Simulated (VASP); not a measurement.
# Zn4SO3 (P-43m) in VASP: density of states with PBE

Aim: the density of states of Zn4SO3 with PBE.

Program: VASP 6.6.1. These are calculated values, not measurements. Logs are shortened: lines on timing, memory, paths and dates and some standing lists are left out, and cuts for length are marked.

### Step 1. The cell of the first run

The structure is cubic, space group P-43m (No. 215). The conventional cell has a = 4.821 Å, b = 4.821 Å, c = 4.821 Å, α = 90.00°, β = 90.00°, γ = 90.00°. Zn (site symmetry 3m) has 3 O at 2.04 Å and 1 S at 2.26 Å within 2.7 Å. Within 3.0 Å of S (site symmetry -43m) lie 4 Zn at 2.26 Å. O (site symmetry -42m) has 4 Zn at 2.04 Å within 2.7 Å.

### Step 2. Density of states, PBE

POSCAR reads:

```
Zn4SO3
1.0
    4.8207755000      0.0000000000      0.0000000000
    0.0000000000      4.8207755000      0.0000000000
    0.0000000000      0.0000000000      4.8207755000
Zn S O
4 1 3
Direct
    0.7706070000      0.7706070000      0.7706070000
    0.7706070000      0.2293930000      0.2293930000
    0.2293930000      0.7706070000      0.2293930000
    0.2293930000      0.2293930000      0.7706070000
    0.5000000000      0.5000000000      0.5000000000
    0.0000000000      0.0000000000      0.5000000000
    0.0000000000      0.5000000000      0.0000000000
    0.5000000000      0.0000000000      0.0000000000
```

INCAR.step1 reads:

```
SYSTEM = Zn4SO3
ALGO = Normal
EDIFF = 1E-6
ENCUT = 520
GGA = PE
ISIF = 2
ISMEAR = 0
LASPH = .True.
LCHARG = .True.
LREAL = .False.
LWAVE = .False.
NBANDS = 46
NELM = 60
PREC = Accurate
SIGMA = 0.02
```

KPOINTS.step1 reads:

```
k-points
0
Gamma
  8 8 8
  0 0 0
```

INCAR.step2 reads:

```
SYSTEM = Zn4SO3
ALGO = Normal
EDIFF = 1E-6
ENCUT = 520
GGA = PE
ICHARG = 11
ISIF = 2
ISMEAR = -5
LASPH = .True.
LCHARG = .False.
LORBIT = 10
LREAL = .False.
LWAVE = .False.
NBANDS = 46
NEDOS = 1001
NELM = 60
PREC = Accurate
SIGMA = 0.02
```

KPOINTS.step2 reads:

```
k-points
0
Gamma
  12 12 12
  0 0 0
```

Potentials or basis: VASP PAW PBE potentials, release 64 (Zn, S, O).

Launch:

```console
> cat potpaw_PBE.64/Zn/POTCAR potpaw_PBE.64/S/POTCAR potpaw_PBE.64/O/POTCAR > POTCAR
> cp INCAR.step1 INCAR
> cp KPOINTS.step1 KPOINTS
> mpirun -np 1 vasp_std > vasp.out
> cp INCAR.step2 INCAR
> cp KPOINTS.step2 KPOINTS
> mpirun -np 1 vasp_std > vasp.out
```

OUTCAR:

```text
SYSTEM = Zn4SO3
   EDIFF = 1E-6
   ENCUT = 520
   GGA = PE
   ICHARG = 11
   ISIF = 2
   ISMEAR = -5
   LASPH = .True.
   LORBIT = 10
   LREAL = .False.
   NELM = 60
   PREC = Accurate

 ion  position               nearest neighbor table
   1  0.771  0.771  0.771-   6 2.04   7 2.04   8 2.04   5 2.26
   2  0.771  0.229  0.229-   6 2.04   7 2.04   8 2.04   5 2.26
   3  0.229  0.771  0.229-   6 2.04   7 2.04   8 2.04   5 2.26
   4  0.229  0.229  0.771-   6 2.04   7 2.04   8 2.04   5 2.26
   5  0.500  0.500  0.500-   1 2.26   2 2.26   3 2.26   4 2.26
   6  0.000  0.000  0.500-   1 2.04   2 2.04   3 2.04   4 2.04
   7  0.000  0.500  0.000-   1 2.04   2 2.04   3 2.04   4 2.04
   8  0.500  0.000  0.000-   1 2.04   2 2.04   3 2.04   4 2.04

  LATTYP: Found a simple cubic cell.
 ALAT       =     4.8207755000

  Lattice vectors:

 A1 = (   4.8207755000,   0.0000000000,   0.0000000000)
 A2 = (   0.0000000000,   4.8207755000,   0.0000000000)
 A3 = (   0.0000000000,   0.0000000000,   4.8207755000)

Analysis of symmetry for initial positions (statically):
=====================================================================
 Subroutine PRICEL returns:
 Original cell was already a primitive cell.

 Routine SETGRP: Setting up the symmetry group for a
 simple cubic supercell.

 Subroutine GETGRP returns: Found 24 space group operations
 (whereof 24 operations were pure point group operations)
 out of a pool of 48 trial point group operations.

The static configuration has the point symmetry T_d .

Analysis of symmetry for dynamics (positions and initial velocities):
=====================================================================
 Subroutine PRICEL returns:
 Original cell was already a primitive cell.

 Routine SETGRP: Setting up the symmetry group for a
 simple cubic supercell.

 Subroutine GETGRP returns: Found 24 space group operations
 (whereof 24 operations were pure point group operations)
 out of a pool of 48 trial point group operations.

The dynamic configuration has the point symmetry T_d .

 Subroutine INISYM returns: Found 24 space group operations
 (whereof 24 operations are pure point group operations),
 and found     1 'primitive' translations

----------------------------------------------------------------------------------------

                                     Primitive cell

  volume of cell :     112.0342

  direct lattice vectors                    reciprocal lattice vectors
     4.820775500  0.000000000  0.000000000     0.207435505  0.000000000  0.000000000
     0.000000000  4.820775500  0.000000000     0.000000000  0.207435505  0.000000000
     0.000000000  0.000000000  4.820775500     0.000000000  0.000000000  0.207435505

  length of vectors
     4.820775500  4.820775500  4.820775500     0.207435505  0.207435505  0.207435505

  position of ions in fractional coordinates (direct lattice)
     0.770607000  0.770607000  0.770607000
     0.770607000  0.229393000  0.229393000
     0.229393000  0.770607000  0.229393000
     0.229393000  0.229393000  0.770607000
     0.500000000  0.500000000  0.500000000
     0.000000000  0.000000000  0.500000000
     0.000000000  0.500000000  0.000000000
     0.500000000  0.000000000  0.000000000

  ion indices of the primitive-cell ions
   primitive index   ion index
                 1           1
                 2           2
                 3           3
                 4           4
                 5           5
                 6           6
                 7           7
                 8           8

----------------------------------------------------------------------------------------

 KPOINTS: k-points

Automatic generation of k-mesh.
 Grid dimensions read from file:
 generate k-points for:   12   12   12

 Generating k-lattice:

  Cartesian coordinates                     Fractional coordinates (reciprocal lattice)
     0.017286292  0.000000000  0.000000000     0.083333333  0.000000000  0.000000000
     0.000000000  0.017286292  0.000000000     0.000000000  0.083333333  0.000000000
     0.000000000  0.000000000  0.017286292     0.000000000  0.000000000  0.083333333

  Length of vectors
     0.017286292  0.017286292  0.017286292

  Shift w.r.t. Gamma in fractional coordinates (k-lattice)
     0.000000000  0.000000000  0.000000000

 TETIRR: Found    854 inequivalent tetrahedra from    10368

 Subroutine IBZKPT returns following result:
 ===========================================

 Found     84 irreducible k-points:

 Following reciprocal coordinates:
            Coordinates               Weight
  0.000000  0.000000  0.000000      1.000000
  0.083333  0.000000  0.000000      6.000000
  0.166667  0.000000  0.000000      6.000000
  0.250000  0.000000  0.000000      6.000000
  0.333333  0.000000  0.000000      6.000000
  0.416667  0.000000  0.000000      6.000000
[... 16 lines left out ...]
  0.333333  0.333333  0.000000     12.000000
  0.416667  0.333333  0.000000     24.000000
 [... further k-points ...]
   k-points           NKPTS =     84   k-points in BZ     NKDIM =     84   number of bands    NBANDS=     46
   number of dos      NEDOS =   1001   number of ions     NIONS =      8
   total plane-waves  NPLWV =  46656
   dimension x,y,z NGX =    36 NGY =   36 NGZ =   36
   dimension x,y,z NGXF=    72 NGYF=   72 NGZF=   72
   ions per type =               4   1   3
   NGX,Y,Z   is equivalent  to a cutoff of  12.41, 12.41, 12.41 a.u.
   NGXF,Y,Z  is equivalent  to a cutoff of  24.83, 24.83, 24.83 a.u.
 SYSTEM =  Zn4SO3
   PREC   = accura    normal or accurate (medium, high low for compatibility)
   ISTART =      0    job   : 0-new  1-cont  2-samecut
   ICHARG =     11    charge: 1-file 2-atom 10-const
   ISPIN  =      1    spin polarized calculation?
   LNONCOLLINEAR =      F non collinear calculations
   LSORBIT =      F    spin-orbit coupling
   LASPH  =      T    aspherical Exc in radial PAW
   ENCUT  =  520.0 eV  38.22 Ry    6.18 a.u.   8.96  8.96  8.96*2*pi/ulx,y,z
   NELM   =     60;   NELMIN=  2; NELMDL=  0     # of ELM steps
   EDIFF  = 0.1E-05   stopping-criterion for ELM
   LREAL  =      F    real-space projection
   EDIFFG = 0.1E-04   stopping-criterion for IOM
   NSW    =      0    number of steps for IOM
   IBRION =     -1    ionic relax: 0-MD 1-quasi-New 2-CG
   NFREE  =      0    steps in history (QN), initial steepest desc. (CG)
   ISIF   =      2    stress and relaxation
   ISYM   =      2    0-nonsym 1-usesym 2-fastsym
   POTIM  = 0.5000    time-step for ionic-motion
   TEBEG  =    0.0;   TEEND  =   0.0 temperature during run
   PSTRESS=    0.0 pullay stress
   NELECT =      72.0000    total number of electrons
   NUPDOWN=      -1.0000    fix difference up-down
   EMIN   =  10.00;   EMAX   =-10.00  energy-range for DOS
   EFERMI =   0.00;   METHOD = LEGACY
   ISMEAR =    -5;   SIGMA  =   0.02  broadening in eV -4-tet -1-fermi 0-gaus
   EFERMI_NEDOS =   21; number of points for ismear=-14 and -15
   IALGO  =     38    algorithm
   IMIX   =      4    mixing-type and parameters
     AMIX     =   0.40;   BMIX     =  1.00
     AMIX_MAG =   1.60;   BMIX_MAG =  1.00
  volume/ion in A,a.u.               =      14.00        94.51
  Fermi-wavevector in a.u.,A,eV,Ry     =   1.412761  2.669732 27.155789  1.995894
  Thomas-Fermi vector in A             =   2.534477
   LORBIT       =     10    0 simple, 1 ext, 2 COOP (PROOUT), +10 PAW based schemes
   GGA     = PE    functional components
   LHFCALC =     F    Hartree Fock is set to
   AEXX    =    0.0000 exact exchange contribution
   IVDW    =     0    specifies the selected vdW correction
   LEPSILON=     F    determine dielectric tensor
   LRPA    =     F    only Hartree local field effects (RPA)
 non-spin polarized calculation
 Fermi weights with tetrahedron method with Bloechl corrections
  energy-cutoff  :      520.00
  volume of cell :      112.03
 maximum number of plane-waves:      3056
 NGX is ok and might be reduce to    36

 number of electron      71.9999897 magnetization

 Free energy of the ion-electron system (eV)
  ---------------------------------------------------
  ext. energy  EPLUGINS =         0.00000000
  ---------------------------------------------------
  free energy    TOTEN  =       -33.00949397 eV

  energy without entropy =      -33.00949397  energy(sigma->0) =      -33.00949397

 E-fermi :   1.4055     XC(G=0): -10.4454

 val. band max:        1.4047254792   @ k =   0.0000   0.0000   0.0000
 cond. band min:       1.8260448150   @ k =   0.0000   0.0000   0.0000
 fundamental gap:      0.4213193359
 Fermi energy:         1.4054791701

 k-point     1 :       0.0000    0.0000    0.0000
  band No.  band energies     occupation
      1     -16.1328      2.00000
      2     -15.5920      2.00000
      3     -15.5920      2.00000
      4     -10.6988      2.00000
      5      -4.7473      2.00000
      6      -4.7473      2.00000
[... 38 lines left out ...]
     45      11.1281      0.00000
     46      11.1282      0.00000

 k-point     2 :       0.0833    0.0000    0.0000
  band No.  band energies     occupation
      1     -16.1240      2.00000
      2     -15.5998      2.00000
      3     -15.5920      2.00000
      4     -10.7014      2.00000
      5      -4.7522      2.00000
      6      -4.7310      2.00000
[... 1070 lines left out ...]
 k-point    24 :       0.4167    0.3333    0.0000
  band No.  band energies     occupation
      1     -15.8701      2.00000
      2     -15.7422      2.00000
      3     -15.6699      2.00000
      4     -10.7307      2.00000
      5      -4.6565      2.00000
      6      -4.5159      2.00000
[... 38 lines left out ...]
     45       9.9951      0.00000
     46      10.3793      0.00000

 [... further k-points ...]

------------------------ aborting loop because EDIFF is reached ----------------------------------------

  FORCE on cell =-STRESS in cart. coord.  units (eV):
  Direction    XX          YY          ZZ          XY          YZ          ZX
  --------------------------------------------------------------------------------------
  -------------------------------------------------------------------------------------
  Total        0.4307553      0.4307553      0.4307553     -0.0000000     -0.0000000     -0.0000000
  in kB        6.1601382      6.1601382      6.1601382     -0.0000000     -0.0000000     -0.0000000
  external PRESSURE =       6.1601382 kB  Pullay stress =       0.0000000 kB

 VOLUME and BASIS-vectors are now :
 -----------------------------------------------------------------------------
  energy-cutoff  :      520.00
  volume of cell :      112.03
      direct lattice vectors                 reciprocal lattice vectors
     4.820775500  0.000000000  0.000000000     0.207435505  0.000000000  0.000000000
     0.000000000  4.820775500  0.000000000     0.000000000  0.207435505  0.000000000
     0.000000000  0.000000000  4.820775500     0.000000000  0.000000000  0.207435505

 POSITION                                       TOTAL-FORCE (eV/Angst)
 -----------------------------------------------------------------------------------
      3.71492      3.71492      3.71492        -0.012728     -0.012728     -0.012728
      3.71492      1.10585      1.10585        -0.012728      0.012728      0.012728
      1.10585      3.71492      1.10585         0.012728     -0.012728      0.012728
      1.10585      1.10585      3.71492         0.012728      0.012728     -0.012728
      2.41039      2.41039      2.41039        -0.000000     -0.000000      0.000000
      0.00000      0.00000      2.41039        -0.000000      0.000000      0.000000
      0.00000      2.41039      0.00000        -0.000000     -0.000000     -0.000000
      2.41039      0.00000      0.00000        -0.000000      0.000000     -0.000000
 -----------------------------------------------------------------------------------
    total drift:                                0.000000      0.000000     -0.000000

  FREE ENERGIE OF THE ION-ELECTRON SYSTEM (eV)
  ---------------------------------------------------
  free  energy   TOTEN  =       -33.0094939656 eV

  energy  without entropy=      -33.0094939656  energy(sigma->0) =      -33.00949397

 total charge

# of ion       s       p       d       tot
------------------------------------------
    1        0.470   0.453   9.857  10.780
    2        0.470   0.453   9.857  10.780
    3        0.470   0.453   9.857  10.780
    4        0.470   0.453   9.857  10.780
    5        1.315   2.495   0.000   3.810
    6        1.553   3.410   0.000   4.962
    7        1.553   3.410   0.000   4.962
    8        1.553   3.410   0.000   4.962
--------------------------------------------------
tot          7.851  14.536  39.429  61.816
```

Wall time 2.4 min (1 thread of Intel Xeon 6975P-C (Granite Rapids), shared host); peak memory 0.43 GiB.

Results:

- Valence electrons inside the program's atomic spheres: Zn 10.78; S 3.81; O 4.96
